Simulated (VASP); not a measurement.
# Si (Fd-3m) in VASP: relaxation of cell and atoms with LDA

Aim: the relaxation of cell and atoms of Si with LDA.

Program: VASP 6.6.1. These are calculated values, not measurements. Logs are shortened: lines on timing, memory, paths and dates and some standing lists are left out, and cuts for length are marked.

## Step 1: The cell of the first run

Symmetry: Fd-3m, No. 227, cubic system. Conventional cell: a = 5.402 Å, b = 5.402 Å, c = 5.402 Å, α = 90.00°, β = 90.00°, γ = 90.00°. Si (site symmetry -43m) has 4 Si at 2.34 Å within 3.1 Å.

## Step 2: Relaxation of cell and atoms, LDA

Contents of INCAR:

```
PREC = Accurate ; ENCUT = 600
EDIFF = 1E-6 ; ISMEAR = 0
SIGMA = 0.02 ; LREAL = False
LASPH = True ; NELM = 60
ALGO = Normal ; ISIF = 3
LWAVE = False ; LCHARG = False
IBRION = 2 ; NSW = 100
EDIFFG = -0.005
```

Contents of KPOINTS:

```
Automatic mesh
0
Gamma
  12 12 12
```

Contents of POSCAR:

```
Si
1.0
    0.0000000000      2.7009711377      2.7009711377
    2.7009711377      0.0000000000      2.7009711377
    2.7009711377      2.7009711377      0.0000000000
Si
2
Direct
    0.7500000000      0.7500000000      0.7500000000
    0.5000000000      0.5000000000      0.5000000000
```

Potentials or basis: VASP PAW LDA potentials, release 64 (Si).

The run is started by

```bash
$ cat potpaw_LDA.64/Si/POTCAR > POTCAR
$ mpirun -np 1 vasp_std > vasp.out
```

OUTCAR:

```text
PREC = Accurate
   ENCUT = 600
   EDIFF = 1E-6
   ISMEAR = 0
   LREAL = False
   LASPH = True
   NELM = 60
   ISIF = 3
   IBRION = 2
   NSW = 100
   EDIFFG = -0.005

 ion  position               nearest neighbor table
   1  0.750  0.750  0.750-   2 2.34   2 2.34   2 2.34   2 2.34
   2  0.500  0.500  0.500-   1 2.34   1 2.34   1 2.34   1 2.34

  LATTYP: Found a face centered cubic cell.
 ALAT       =     5.4019422754

  Lattice vectors:

 A1 = (   0.0000000000,   2.7009711377,   2.7009711377)
 A2 = (   2.7009711377,   0.0000000000,   2.7009711377)
 A3 = (   2.7009711377,   2.7009711377,   0.0000000000)

Analysis of symmetry for initial positions (statically):
=====================================================================
 Subroutine PRICEL returns:
 Original cell was already a primitive cell.

 Routine SETGRP: Setting up the symmetry group for a
 face centered cubic supercell.

 Subroutine GETGRP returns: Found 48 space group operations
 (whereof 24 operations were pure point group operations)
 out of a pool of 48 trial point group operations.

The static configuration has the point symmetry T_d .
 The point group associated with its full space group is O_h .

Analysis of symmetry for dynamics (positions and initial velocities):
=====================================================================
 Subroutine PRICEL returns:
 Original cell was already a primitive cell.

 Routine SETGRP: Setting up the symmetry group for a
 face centered cubic supercell.

 Subroutine GETGRP returns: Found 48 space group operations
 (whereof 24 operations were pure point group operations)
 out of a pool of 48 trial point group operations.

The dynamic configuration has the point symmetry T_d .
 The point group associated with its full space group is O_h .

 Subroutine INISYM returns: Found 48 space group operations
 (whereof 24 operations are pure point group operations),
 and found     1 'primitive' translations

----------------------------------------------------------------------------------------

                                     Primitive cell

  volume of cell :      39.4085

  direct lattice vectors                    reciprocal lattice vectors
     0.000000000  2.700971138  2.700971138    -0.185118602  0.185118602  0.185118602
     2.700971138  0.000000000  2.700971138     0.185118602 -0.185118602  0.185118602
     2.700971138  2.700971138  0.000000000     0.185118602  0.185118602 -0.185118602

  length of vectors
     3.819750015  3.819750015  3.819750015     0.320634823  0.320634823  0.320634823

  position of ions in fractional coordinates (direct lattice)
     0.750000000  0.750000000  0.750000000
     0.500000000  0.500000000  0.500000000

  ion indices of the primitive-cell ions
   primitive index   ion index
                 1           1
                 2           2

----------------------------------------------------------------------------------------

 KPOINTS: Automatic mesh

Automatic generation of k-mesh.
 Grid dimensions read from file:
 generate k-points for:   12   12   12

 Generating k-lattice:

  Cartesian coordinates                     Fractional coordinates (reciprocal lattice)
    -0.015426550  0.015426550  0.015426550     0.083333333  0.000000000  0.000000000
     0.015426550 -0.015426550  0.015426550     0.000000000  0.083333333  0.000000000
     0.015426550  0.015426550 -0.015426550     0.000000000  0.000000000  0.083333333

  Length of vectors
     0.026719569  0.026719569  0.026719569

  Shift w.r.t. Gamma in fractional coordinates (k-lattice)
     0.000000000  0.000000000  0.000000000

 Subroutine IBZKPT returns following result:
 ===========================================

 Found     72 irreducible k-points:

 Following reciprocal coordinates:
            Coordinates               Weight
  0.000000  0.000000  0.000000      1.000000
  0.083333  0.000000  0.000000      8.000000
  0.166667  0.000000  0.000000      8.000000
  0.250000  0.000000  0.000000      8.000000
  0.333333  0.000000  0.000000      8.000000
  0.416667  0.000000  0.000000      8.000000
[... 16 lines left out ...]
  0.500000  0.166667  0.000000     24.000000
 -0.416667  0.166667  0.000000     24.000000
 [... further k-points ...]
   k-points           NKPTS =     72   k-points in BZ     NKDIM =     72   number of bands    NBANDS=      8
   number of dos      NEDOS =    301   number of ions     NIONS =      2
   total plane-waves  NPLWV =  32768
   dimension x,y,z NGX =    32 NGY =   32 NGZ =   32
   dimension x,y,z NGXF=    64 NGYF=   64 NGZF=   64
   ions per type =               2
   NGX,Y,Z   is equivalent  to a cutoff of  13.93, 13.93, 13.93 a.u.
   NGXF,Y,Z  is equivalent  to a cutoff of  27.85, 27.85, 27.85 a.u.
 SYSTEM =  unknown system
   PREC   = accura    normal or accurate (medium, high low for compatibility)
   ISTART =      0    job   : 0-new  1-cont  2-samecut
   ICHARG =      2    charge: 1-file 2-atom 10-const
   ISPIN  =      1    spin polarized calculation?
   LNONCOLLINEAR =      F non collinear calculations
   LSORBIT =      F    spin-orbit coupling
   LASPH  =      T    aspherical Exc in radial PAW
   ENCUT  =  600.0 eV  44.10 Ry    6.64 a.u.   7.63  7.63  7.63*2*pi/ulx,y,z
   NELM   =     60;   NELMIN=  2; NELMDL= -5     # of ELM steps
   EDIFF  = 0.1E-05   stopping-criterion for ELM
   LREAL  =      F    real-space projection
   EDIFFG = -.5E-02   stopping-criterion for IOM
   NSW    =    100    number of steps for IOM
   IBRION =      2    ionic relax: 0-MD 1-quasi-New 2-CG
   NFREE  =      1    steps in history (QN), initial steepest desc. (CG)
   ISIF   =      3    stress and relaxation
   ISYM   =      2    0-nonsym 1-usesym 2-fastsym
   POTIM  = 0.5000    time-step for ionic-motion
   TEBEG  =    0.0;   TEEND  =   0.0 temperature during run
   PSTRESS=    0.0 pullay stress
   NELECT =       8.0000    total number of electrons
   NUPDOWN=      -1.0000    fix difference up-down
   EMIN   =  10.00;   EMAX   =-10.00  energy-range for DOS
   EFERMI =   0.00;   METHOD = LEGACY
   ISMEAR =     0;   SIGMA  =   0.02  broadening in eV -4-tet -1-fermi 0-gaus
   EFERMI_NEDOS =   21; number of points for ismear=-14 and -15
   IALGO  =     38    algorithm
   IMIX   =      4    mixing-type and parameters
     AMIX     =   0.40;   BMIX     =  1.00
     AMIX_MAG =   1.60;   BMIX_MAG =  1.00
  volume/ion in A,a.u.               =      19.70       132.97
  Fermi-wavevector in a.u.,A,eV,Ry     =   0.962147  1.818195 12.595285  0.925727
  Thomas-Fermi vector in A             =   2.091581
   LORBIT       =      0    0 simple, 1 ext, 2 COOP (PROOUT), +10 PAW based schemes
   GGA     = CA    functional components
   LHFCALC =     F    Hartree Fock is set to
   AEXX    =    0.0000 exact exchange contribution
   IVDW    =     0    specifies the selected vdW correction
   LEPSILON=     F    determine dielectric tensor
   LRPA    =     F    only Hartree local field effects (RPA)
 conjugate gradient relaxation of ions
 non-spin polarized calculation
 Gauss-broadening in eV      SIGMA  =   0.02
  energy-cutoff  :      600.00
  volume of cell :       39.41
 maximum number of plane-waves:      1363
   NGX = 15   NGY = 15   NGZ = 15

--------------------------------------- Ionic step        1  -------------------------------------------

 number of electron       7.9999999 magnetization

 Free energy of the ion-electron system (eV)
  ---------------------------------------------------
  ext. energy  EPLUGINS =         0.00000000
  ---------------------------------------------------
  free energy    TOTEN  =       -11.91994445 eV

  energy without entropy =      -11.91994445  energy(sigma->0) =      -11.91994445

------------------------ aborting loop because EDIFF is reached ----------------------------------------

  FORCE on cell =-STRESS in cart. coord.  units (eV):
  Direction    XX          YY          ZZ          XY          YZ          ZX
  --------------------------------------------------------------------------------------
  -------------------------------------------------------------------------------------
  Total        0.0136450      0.0136450      0.0136450     -0.0000000      0.0000000     -0.0000000
  in kB        0.5547477      0.5547477      0.5547477     -0.0000000      0.0000000     -0.0000000
  external PRESSURE =       0.5547477 kB  Pullay stress =       0.0000000 kB
[... 57 lines left out ...]
  energy  without entropy=      -11.9199461034  energy(sigma->0) =      -11.91994610

--------------------------------------- Ionic step        3  -------------------------------------------

 number of electron       7.9999999 magnetization

 Free energy of the ion-electron system (eV)
  ---------------------------------------------------
  ext. energy  EPLUGINS =         0.00000000
  ---------------------------------------------------
  free energy    TOTEN  =       -11.91994861 eV

  energy without entropy =      -11.91994861  energy(sigma->0) =      -11.91994861

 E-fermi :   6.0132     XC(G=0):  -9.6634

 val. band max:        5.9277654817   @ k =   0.0000   0.0000   0.0000
 cond. band min:       6.3704799071   @ k =   0.4167   0.4167   0.0000
 fundamental gap:      0.4427144255
 Fermi energy:         6.0131546155

 k-point     1 :       0.0000    0.0000    0.0000
  band No.  band energies     occupation
      1      -6.1349      2.00000
      2       5.9278      2.00000
      3       5.9278      2.00000
      4       5.9278      2.00000
      5       8.4583      0.00000
      6       8.4583      0.00000
      7       8.4583      0.00000
      8       9.3137      0.00000
[... 243 lines left out ...]
 k-point    24 :      -0.4167    0.1667    0.0000
  band No.  band energies     occupation
      1      -3.4819      2.00000
      2      -0.9147      2.00000
      3       2.8836      2.00000
      4       4.3158      2.00000
      5       8.0357      0.00000
      6       9.9452      0.00000
      7      10.2844      0.00000
      8      13.8589      0.00000

 [... further k-points ...]

------------------------ aborting loop because EDIFF is reached ----------------------------------------

  FORCE on cell =-STRESS in cart. coord.  units (eV):
  Direction    XX          YY          ZZ          XY          YZ          ZX
  --------------------------------------------------------------------------------------
  -------------------------------------------------------------------------------------
  Total       -0.0041569     -0.0041569     -0.0041569     -0.0000000      0.0000000     -0.0000000
  in kB       -0.1689073     -0.1689073     -0.1689073     -0.0000000      0.0000000     -0.0000000
  external PRESSURE =      -0.1689073 kB  Pullay stress =       0.0000000 kB
[... 17 lines left out ...]
  FREE ENERGIE OF THE ION-ELECTRON SYSTEM (eV)
  ---------------------------------------------------
  free  energy   TOTEN  =       -11.9199486101 eV

  energy  without entropy=      -11.9199486101  energy(sigma->0) =      -11.91994861

 reached required accuracy - stopping structural energy minimisation
```

Run time: 12 s. Hardware: 1 thread of Intel Xeon 6975P-C (Granite Rapids), shared host; peak memory 0.15 GiB.

What came out:

```
Free energy                           : -11.9199 eV
Relaxed volume                        : 19.72 Å³/atom
Relaxed cell                          : a = 3.820 Å, b = 3.820 Å, c = 3.820 Å, α = 60.00°, β = 60.00°, γ = 60.00°
Space group after relaxing (to 0.1 Å) : Fd-3m (No. 227)
Energy gained by relaxing             : 0.0 meV/atom
Ionic steps                           : 3
Pressure after relaxing               : 0.0 GPa
Band gap on the k mesh                : 0.44 eV (least direct gap 2.53 eV)
```

Final structure:
```
CELL_PARAMETERS angstrom
0.00000 2.70148 2.70148
2.70148 0.00000 2.70148
2.70148 2.70148 0.00000
ATOMIC_POSITIONS crystal
Si 0.75000 0.75000 0.75000
Si 0.50000 0.50000 0.50000
```

Levels at points of the mesh, in eV from the valence-band top:
| k point | band 1 | band 2 | band 3 | band 4 | band 5 | band 6 | band 7 | band 8 |
| --- | --- | --- | --- | --- | --- | --- | --- | --- |
| (0.00, 0.00, 0.00) | -12.06 | 0.00 | 0.00 | 0.00 | 2.53 | 2.53 | 2.53 | 3.39 |
| (0.50, 0.00, 0.00) | -9.69 | -7.06 | -1.21 | -1.21 | 1.48 | 3.29 | 3.29 | 7.54 |
| (0.50, 0.50, 0.00) | -7.86 | -7.86 | -2.89 | -2.89 | 0.57 | 0.57 | 10.11 | 10.11 |

A k mesh can miss the band edges.
